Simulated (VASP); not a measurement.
# GaN (P6_3mc) in VASP: single point with PBE-based screened hybrid with 100 % exact exchange

Aim: the single point of GaN with PBE-based screened hybrid with 100 % exact exchange.

Program: VASP 6.6.1. These are calculated values, not measurements. Logs are shortened: lines on timing, memory, paths and dates and some standing lists are left out, and cuts for length are marked.

## Step 1: The cell of the first run

The structure is hexagonal, space group P6_3mc (No. 186). The conventional cell has a = 3.183 Å, b = 3.183 Å, c = 5.184 Å, α = 90.00°, β = 90.00°, γ = 120.00°. Within 2.6 Å of Ga (site symmetry 3m) lie 4 N at 1.95 Å. N (site symmetry 3m) has 4 Ga at 1.95 Å within 2.6 Å.

## Step 2: Single point, PBE-based screened hybrid with 100 % exact exchange

POSCAR reads:

```
GaN
1.0
    3.1831495813      0.0000000000      0.0000000000
   -1.5915747906      2.7566884014      0.0000000000
    0.0000000000      0.0000000000      5.1836255286
Ga N
2 2
Direct
    0.3333333333      0.6666666667     -0.0008868509
    0.6666666667      0.3333333333      0.4991131491
    0.3333333333      0.6666666667      0.3758868509
    0.6666666667      0.3333333333      0.8758868509
```

INCAR.step1 reads:

```
PREC = Accurate
ENCUT = 520
EDIFF = 1E-5
ISMEAR = 0
SIGMA = 0.01
LREAL = False
LASPH = True
NELM = 100
ALGO = Normal
ISIF = 2
LWAVE = True
GGA = PE
NBANDS = 26
```

INCAR.step2 reads:

```
PREC = Accurate
ENCUT = 520
EDIFF = 1E-6
ISMEAR = 0
SIGMA = 0.01
LREAL = False
LASPH = True
NELM = 100
ALGO = Normal
ISIF = 2
LWAVE = False
LCHARG = True
GGA = PE
LHFCALC = True
AEXX = 1.0
HFSCREEN = 0.2078
PRECFOCK = Normal
LELF = True
LVHAR = True
ISTART = 1
NBANDS = 26
ALDAC = 1.0
AGGAC = 1.0
```

KPOINTS reads:

```
Automatic mesh
0
Gamma
  6 6 2
```

Potentials or basis: VASP PAW PBE potentials, release 64 (Ga_d, N).

Command:

```console
> cat potpaw_PBE.64/Ga_d/POTCAR potpaw_PBE.64/N/POTCAR > POTCAR
> cp INCAR.step1 INCAR
> mpirun -np 1 vasp_std > vasp.out
> cp INCAR.step2 INCAR
> mpirun -np 1 vasp_std > vasp.out
```

OUTCAR:

```text
PREC = Accurate
   ENCUT = 520
   EDIFF = 1E-6
   ISMEAR = 0
   LREAL = False
   LASPH = True
   NELM = 100
   ISIF = 2
   GGA = PE
   LHFCALC = True
   AEXX = 1.0
   HFSCREEN = 0.2078
   PRECFOCK = Normal
   ISTART = 1

 ion  position               nearest neighbor table
   1  0.333  0.667  0.999-   4 1.95   4 1.95   4 1.95   3 1.95
   2  0.667  0.333  0.499-   3 1.95   3 1.95   3 1.95   4 1.95
   3  0.333  0.667  0.376-   2 1.95   2 1.95   2 1.95   1 1.95
   4  0.667  0.333  0.876-   1 1.95   1 1.95   1 1.95   2 1.95

  LATTYP: Found a hexagonal cell.
 ALAT       =     3.1831495813
 C/A-ratio  =     1.6284580401

  Lattice vectors:

 A1 = (   3.1831495813,   0.0000000000,   0.0000000000)
 A2 = (  -1.5915747906,   2.7566884014,   0.0000000000)
 A3 = (   0.0000000000,   0.0000000000,   5.1836255286)

Analysis of symmetry for initial positions (statically):
=====================================================================
 Subroutine PRICEL returns:
 Original cell was already a primitive cell.

 Routine SETGRP: Setting up the symmetry group for a
 hexagonal supercell.

 Subroutine GETGRP returns: Found 12 space group operations
 (whereof  6 operations were pure point group operations)
 out of a pool of 24 trial point group operations.

The static configuration has the point symmetry C_3v.
 The point group associated with its full space group is C_6v.

Analysis of symmetry for dynamics (positions and initial velocities):
=====================================================================
 Subroutine PRICEL returns:
 Original cell was already a primitive cell.

 Routine SETGRP: Setting up the symmetry group for a
 hexagonal supercell.

 Subroutine GETGRP returns: Found 12 space group operations
 (whereof  6 operations were pure point group operations)
 out of a pool of 24 trial point group operations.

The dynamic configuration has the point symmetry C_3v.
 The point group associated with its full space group is C_6v.

 Subroutine INISYM returns: Found 12 space group operations
 (whereof  6 operations are pure point group operations),
 and found     1 'primitive' translations

----------------------------------------------------------------------------------------

                                     Primitive cell

  volume of cell :      45.4861

  direct lattice vectors                    reciprocal lattice vectors
     3.183149581  0.000000000  0.000000000     0.314154260  0.181377046  0.000000000
    -1.591574791  2.756688401  0.000000000     0.000000000  0.362754093  0.000000000
     0.000000000  0.000000000  5.183625529     0.000000000  0.000000000  0.192915170

  length of vectors
     3.183149581  3.183149581  5.183625529     0.362754093  0.362754093  0.192915170

  position of ions in fractional coordinates (direct lattice)
     0.333333333  0.666666667  0.999113149
     0.666666667  0.333333333  0.499113149
     0.333333333  0.666666667  0.375886851
     0.666666667  0.333333333  0.875886851

  ion indices of the primitive-cell ions
   primitive index   ion index
                 1           1
                 2           2
                 3           3
                 4           4

----------------------------------------------------------------------------------------

 KPOINTS: Automatic mesh

Automatic generation of k-mesh.
 Grid dimensions read from file:
 generate k-points for:    6    6    2

 Generating k-lattice:

  Cartesian coordinates                     Fractional coordinates (reciprocal lattice)
     0.052359043  0.030229508  0.000000000     0.166666667  0.000000000  0.000000000
     0.000000000  0.060459015  0.000000000     0.000000000  0.166666667  0.000000000
     0.000000000  0.000000000  0.096457585     0.000000000  0.000000000  0.500000000

  Length of vectors
     0.060459015  0.060459015  0.096457585

  Shift w.r.t. Gamma in fractional coordinates (k-lattice)
     0.000000000  0.000000000  0.000000000

 Subroutine IBZKPT returns following result:
 ===========================================

 Found     14 irreducible k-points:

 Following reciprocal coordinates:
            Coordinates               Weight
  0.000000  0.000000  0.000000      1.000000
  0.166667 -0.000000  0.000000      6.000000
  0.333333 -0.000000  0.000000      6.000000
  0.500000 -0.000000  0.000000      3.000000
  0.166667  0.166667  0.000000      6.000000
  0.333333  0.166667  0.000000     12.000000
  0.333333  0.333333  0.000000      2.000000
  0.000000  0.000000  0.500000      1.000000
  0.166667 -0.000000  0.500000      6.000000
  0.333333 -0.000000  0.500000      6.000000
  0.500000 -0.000000  0.500000      3.000000
  0.166667  0.166667  0.500000      6.000000
  0.333333  0.166667  0.500000     12.000000
  0.333333  0.333333  0.500000      2.000000
   k-points           NKPTS =     14   k-points in BZ     NKDIM =     72   number of bands    NBANDS=     26
   number of dos      NEDOS =    301   number of ions     NIONS =      4
   total plane-waves  NPLWV =  23040
   dimension x,y,z NGX =    24 NGY =   24 NGZ =   40
   dimension x,y,z NGXF=    48 NGYF=   48 NGZF=   80
   ions per type =               2   2
   NGX,Y,Z   is equivalent  to a cutoff of  12.53, 12.53, 12.83 a.u.
   NGXF,Y,Z  is equivalent  to a cutoff of  25.07, 25.07, 25.66 a.u.
 SYSTEM =  unknown system
   PREC   = accura    normal or accurate (medium, high low for compatibility)
   ISTART =      1    job   : 0-new  1-cont  2-samecut
   ICHARG =      0    charge: 1-file 2-atom 10-const
   ISPIN  =      1    spin polarized calculation?
   LNONCOLLINEAR =      F non collinear calculations
   LSORBIT =      F    spin-orbit coupling
   LASPH  =      T    aspherical Exc in radial PAW
   ENCUT  =  520.0 eV  38.22 Ry    6.18 a.u.   5.92  5.92  9.64*2*pi/ulx,y,z
   NELM   =    100;   NELMIN=  2; NELMDL=  0     # of ELM steps
   EDIFF  = 0.1E-05   stopping-criterion for ELM
   LREAL  =      F    real-space projection
   EDIFFG = 0.1E-04   stopping-criterion for IOM
   NSW    =      0    number of steps for IOM
   IBRION =     -1    ionic relax: 0-MD 1-quasi-New 2-CG
   NFREE  =      0    steps in history (QN), initial steepest desc. (CG)
   ISIF   =      2    stress and relaxation
   ISYM   =      3    0-nonsym 1-usesym 2-fastsym
   POTIM  = 0.5000    time-step for ionic-motion
   TEBEG  =    0.0;   TEEND  =   0.0 temperature during run
   PSTRESS=    0.0 pullay stress
   NELECT =      36.0000    total number of electrons
   NUPDOWN=      -1.0000    fix difference up-down
   EMIN   =  10.00;   EMAX   =-10.00  energy-range for DOS
   EFERMI =   0.00;   METHOD = LEGACY
   ISMEAR =     0;   SIGMA  =   0.01  broadening in eV -4-tet -1-fermi 0-gaus
   EFERMI_NEDOS =   21; number of points for ismear=-14 and -15
   IALGO  =     38    algorithm
   IMIX   =      1    mixing-type and parameters
     AMIX     =   0.40;   BMIX     =  1.00
     AMIX_MAG =   1.60;   BMIX_MAG =  1.00
  volume/ion in A,a.u.               =      11.37        76.74
  Fermi-wavevector in a.u.,A,eV,Ry     =   1.514315  2.861640 31.200198  2.293150
  Thomas-Fermi vector in A             =   2.623989
   LORBIT       =      0    0 simple, 1 ext, 2 COOP (PROOUT), +10 PAW based schemes
   GGA     = PE    functional components
   LHFCALC =     T    Hartree Fock is set to
   PRECFOCK=normal    Normal, Fast or Accurate (Low or Medium for compatibility)
   ENCUT4O =  -1.0   cutoff for four orbital integrals eV
   NKREDX  =     1    reduce k-point grid by
   NKREDY  =     1    reduce k-point grid by
   NKREDZ  =     1    reduce k-point grid by
   AEXX    =    1.0000 exact exchange contribution
   HFSCREEN=    0.2078 screening length (either q_TF or 0.3 A-1)
   HFSCREENC=   0.2078 screening length for correlation (either q_TF or 0.3 A-1)
   ENCUTFOCK=  -1.0 apply spherical cutoff to Coloumb kernel
   IVDW    =     0    specifies the selected vdW correction
   LEPSILON=     F    determine dielectric tensor
   LRPA    =     F    only Hartree local field effects (RPA)
 non-spin polarized calculation
 Gauss-broadening in eV      SIGMA  =   0.01
  energy-cutoff  :      520.00
  volume of cell :       45.49
 maximum number of plane-waves:      1248
 NGX is ok and might be reduce to    24
  NGX = 18; NGY = 18; NGZ = 30

 number of electron      35.9999992 magnetization

 Free energy of the ion-electron system (eV)
  ---------------------------------------------------
  ext. energy  EPLUGINS =         0.00000000
  ---------------------------------------------------
  free energy    TOTEN  =       -47.00824354 eV

  energy without entropy =      -47.00824354  energy(sigma->0) =      -47.00824354

 E-fermi :   1.8274     XC(G=0):  -3.2878

 val. band max:        1.7361888336   @ k =   0.0000   0.0000   0.0000
 cond. band min:       9.4008284209   @ k =   0.0000   0.0000   0.0000
 fundamental gap:      7.6646395872
 Fermi energy:         1.8273852799

 k-point     1 :       0.0000    0.0000    0.0000
  band No.  band energies     occupation
      1     -20.9673      2.00000
      2     -20.2857      2.00000
      3     -20.2667      2.00000
      4     -20.2667      2.00000
      5     -20.2084      2.00000
      6     -20.2084      2.00000
[... 18 lines left out ...]
     25      20.6481      0.00000
     26      20.6481      0.00000

 k-point     2 :       0.1667   -0.0000    0.0000
  band No.  band energies     occupation
      1     -20.9764      2.00000
      2     -20.6143      2.00000
      3     -20.2569      2.00000
      4     -20.2378      2.00000
      5     -20.1801      2.00000
      6     -20.1697      2.00000
[... 18 lines left out ...]
     25      20.1213      0.00000
     26      21.3052      0.00000

 k-point     3 :       0.3333   -0.0000    0.0000
  band No.  band energies     occupation
      1     -21.0056      2.00000
      2     -20.8533      2.00000
      3     -20.2138      2.00000
      4     -20.1970      2.00000
      5     -20.1080      2.00000
      6     -20.0962      2.00000
[... 18 lines left out ...]
     25      19.8528      0.00000
     26      22.7840      0.00000

 k-point     4 :       0.5000   -0.0000    0.0000
  band No.  band energies     occupation
      1     -21.0152      2.00000
      2     -20.9470      2.00000
      3     -20.1988      2.00000
      4     -20.1869      2.00000
      5     -20.0698      2.00000
      6     -20.0632      2.00000
[... 18 lines left out ...]
     25      20.9725      0.00000
     26      22.9763      0.00000

 k-point     5 :       0.1667    0.1667    0.0000
  band No.  band energies     occupation
      1     -20.9945      2.00000
      2     -20.7973      2.00000
      3     -20.2150      2.00000
      4     -20.2129      2.00000
      5     -20.1377      2.00000
      6     -20.1206      2.00000
[... 18 lines left out ...]
     25      20.1892      0.00000
     26      22.2640      0.00000

 k-point     6 :       0.3333    0.1667    0.0000
  band No.  band energies     occupation
      1     -21.0056      2.00000
      2     -20.9288      2.00000
      3     -20.2125      2.00000
      4     -20.1705      2.00000
      5     -20.0850      2.00000
      6     -20.0820      2.00000
[... 137 lines left out ...]
 k-point    11 :       0.5000   -0.0000    0.5000
  band No.  band energies     occupation
      1     -20.9535      2.00000
      2     -20.9535      2.00000
      3     -20.1835      2.00000
      4     -20.1835      2.00000
      5     -20.1191      2.00000
      6     -20.1191      2.00000
[... 18 lines left out ...]
     25      21.3126      0.00000
     26      21.3126      0.00000

 k-point    12 :       0.1667    0.1667    0.5000
  band No.  band energies     occupation
      1     -20.8776      2.00000
      2     -20.8776      2.00000
      3     -20.1914      2.00000
      4     -20.1914      2.00000
      5     -20.1613      2.00000
      6     -20.1613      2.00000
[... 18 lines left out ...]
     25      20.5554      0.00000
     26      20.5554      0.00000

 k-point    13 :       0.3333    0.1667    0.5000
  band No.  band energies     occupation
      1     -20.9392      2.00000
      2     -20.9392      2.00000
      3     -20.1678      2.00000
      4     -20.1678      2.00000
      5     -20.1345      2.00000
      6     -20.1345      2.00000
[... 18 lines left out ...]
     25      21.2832      0.00000
     26      21.2832      0.00000

 k-point    14 :       0.3333    0.3333    0.5000
  band No.  band energies     occupation
      1     -20.9472      2.00000
      2     -20.9472      2.00000
      3     -20.1473      2.00000
      4     -20.1473      2.00000
      5     -20.1397      2.00000
      6     -20.1397      2.00000
[... 18 lines left out ...]
     25      22.1464      0.00000
     26      22.1466      0.00000

------------------------ aborting loop because EDIFF is reached ----------------------------------------

  FORCE on cell =-STRESS in cart. coord.  units (eV):
  Direction    XX          YY          ZZ          XY          YZ          ZX
  --------------------------------------------------------------------------------------
  -------------------------------------------------------------------------------------
  Total       -4.3764166     -4.3764166     -4.9620447     -0.0000000      0.0000000      0.0000000
  in kB     -154.1526150   -154.1526150   -174.7804720     -0.0000000      0.0000000      0.0000000
  external PRESSURE =    -161.0285673 kB  Pullay stress =       0.0000000 kB

 VOLUME and BASIS-vectors are now :
 -----------------------------------------------------------------------------
  energy-cutoff  :      520.00
  volume of cell :       45.49
      direct lattice vectors                 reciprocal lattice vectors
     3.183149581  0.000000000  0.000000000     0.314154260  0.181377046  0.000000000
    -1.591574791  2.756688401  0.000000000     0.000000000  0.362754093  0.000000000
     0.000000000  0.000000000  5.183625529     0.000000000  0.000000000  0.192915170

 POSITION                                       TOTAL-FORCE (eV/Angst)
 -----------------------------------------------------------------------------------
     -0.00000      1.83779      5.17903        -0.000000      0.000000     -0.068239
      1.59157      0.91890      2.58722         0.000000      0.000000     -0.068239
     -0.00000      1.83779      1.94846         0.000000      0.000000      0.068239
      1.59157      0.91890      4.54027        -0.000000     -0.000000      0.068239
 -----------------------------------------------------------------------------------
    total drift:                                0.000001     -0.000005     -0.000168

  FREE ENERGIE OF THE ION-ELECTRON SYSTEM (eV)
  ---------------------------------------------------
  free  energy   TOTEN  =       -47.0082435398 eV

  energy  without entropy=      -47.0082435398  energy(sigma->0) =      -47.00824354
```

It took 42 min on 1 thread of Intel Xeon Platinum 8488C (Sapphire Rapids), shared host; peak memory 0.27 GiB.

What came out:

| Item | Value |
| --- | --- |
| Free energy | -47.0082 eV |
| Pressure | -16.1 GPa |
| Largest force | 0.068 eV/Å |
| Band gap on the k mesh | 7.66 eV |

Forces on the atoms (eV/Å):
```
Ga   0.000  0.000 -0.068
Ga   0.000  0.000 -0.068
N    0.000  0.000  0.068
N    0.000  0.000  0.068
```

Stress tensor (GPa, compression positive):
```
-15.42   0.00   0.00
  0.00 -15.42   0.00
  0.00   0.00 -17.48
```

Levels at points of the mesh, in eV from the valence-band top:
| k point | band 15 | band 16 | band 17 | band 18 | band 19 | band 20 | band 21 | band 22 |
| --- | --- | --- | --- | --- | --- | --- | --- | --- |
| (0.00, 0.00, 0.00) | -1.33 | -0.04 | 0.00 | 0.00 | 7.66 | 10.52 | 16.41 | 16.55 |
| (0.50, 0.00, 0.00) | -5.21 | -3.47 | -2.64 | -1.26 | 10.62 | 11.24 | 12.26 | 16.29 |
| (0.00, 0.00, 0.50) | -0.68 | -0.68 | -0.68 | -0.68 | 10.41 | 10.41 | 15.20 | 15.20 |
| (0.50, 0.00, 0.50) | -2.45 | -2.45 | -2.36 | -2.36 | 9.91 | 9.91 | 14.26 | 14.26 |

Caveat: the k points lie up to 0.61 Å⁻¹ apart; the PAW data sets were made with another functional, which shifts forces and pressure a little.
